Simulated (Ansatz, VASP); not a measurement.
One calculation of Ba, two programs

```
Ba
1.0
     2.20432   -3.99886    0.00000
     2.20432    3.99886    0.00000
     0.00000    0.00000    7.43051
Ba
2
Cartesian
  2.1850 -1.2530 1.8493
  2.1873 1.2797 5.5648
```

Alike in both runs: functional PBE; k mesh 6 × 6 × 3; occupations fermi-dirac, width 0.05 eV; no spin polarisation.

Ansatz relaxed the structure, and its values are those at the end. VASP's run is a single point on that final structure, the one shown.

|  | VASP | Ansatz |
| --- | --- | --- |
| version | VASP 6.6.1 | Ansatz 0.2.0 |
| potentials or method | VASP PAW PBE potentials, release 64 (Ba_sv) | PAW with Ansatz's default frozen-core files, scalar-relativistic |
| plane-wave cutoff (eV) | 520 | 420 |
| valence electrons in the cell | 20 | 20 |

|  | VASP | Ansatz | Ansatz less VASP |
| --- | --- | --- | --- |
| pressure (GPa) | -0.3 | -0.3 | -0.04 |

Ansatz's warnings: stress scf threshold loose.

Spin-orbit coupling is off throughout.
